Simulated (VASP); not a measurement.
Set up this calculation in VASP 6.6.1, as the native input.

* Task: single point
* Functional: r2SCAN
* Potentials or basis: VASP PAW PBE potentials, release 64 (Ti_sv, In_d, C)
* Cutoff: 520 eV
* k mesh: 4 × 4 × 4
* Occupations: fermi-dirac, width 0.02 eV
* Spin: no spin polarisation
* Dipole correction: no
* Further INCAR settings: ALGO = Normal; EDIFF = 1e-06; NBANDS = 34

Crystal: Ti3InC.

```
Ti In C
1.0
     4.23180    0.00000    0.00000
     0.00000    4.23180    0.00000
     0.00000    0.00000    4.23180
Ti In C
3 1 1
Cartesian
  2.1159 2.1159 0.0000
  0.0000 2.1159 2.1159
  2.1159 0.0000 2.1159
  0.0000 0.0000 0.0000
  2.1159 2.1159 2.1159
```

One way to write it, as run:

POSCAR

```
Ti3InC
1.0
    4.2317991437      0.0000000000      0.0000000000
    0.0000000000      4.2317991437      0.0000000000
    0.0000000000      0.0000000000      4.2317991437
Ti In C
3 1 1
Direct
    0.5000000000      0.5000000000      0.0000000000
    0.0000000000      0.5000000000      0.5000000000
    0.5000000000      0.0000000000      0.5000000000
    0.0000000000      0.0000000000      0.0000000000
    0.5000000000      0.5000000000      0.5000000000
```

INCAR.step1

```
ALGO = Normal ; EDIFF = 1E-4
ENCUT = 520 ; GGA = PE
ISMEAR = -1 ; LASPH = True
LCHARG = False ; LREAL = False
LWAVE = True ; NBANDS = 34
NELM = 100 ; PREC = Accurate
SIGMA = 0.02
```

INCAR.step2

```
ALGO = Normal ; EDIFF = 1E-6
ENCUT = 520 ; ISIF = 2
ISMEAR = -1 ; ISTART = 1
LASPH = True ; LCHARG = False
LMIXTAU = True ; LREAL = False
LWAVE = False ; METAGGA = R2SCAN
NBANDS = 34 ; NELM = 100
PREC = Accurate ; SIGMA = 0.02
```

KPOINTS

```
k-points
0
Gamma
  4 4 4
```

Potentials or basis: VASP PAW PBE potentials, release 64 (Ti_sv, In_d, C).

Run with:

```console
$ cat potpaw_PBE.64/Ti_sv/POTCAR potpaw_PBE.64/In_d/POTCAR potpaw_PBE.64/C/POTCAR > POTCAR
$ cp INCAR.step1 INCAR
$ mpirun -np 1 vasp_std > vasp.out
$ cp INCAR.step2 INCAR
$ mpirun -np 1 vasp_std > vasp.out
```

Results of the run:

- Pressure: 0.5 GPa

Caveat: the k points lie up to 0.37 Å⁻¹ apart; the PAW data sets were made with another functional, which shifts forces and pressure a little.

Wall time 44 s on 1 thread of Intel(R) Xeon(R) 6975P-C (Granite Rapids), with other jobs on the host, peak memory 0.19 GiB.
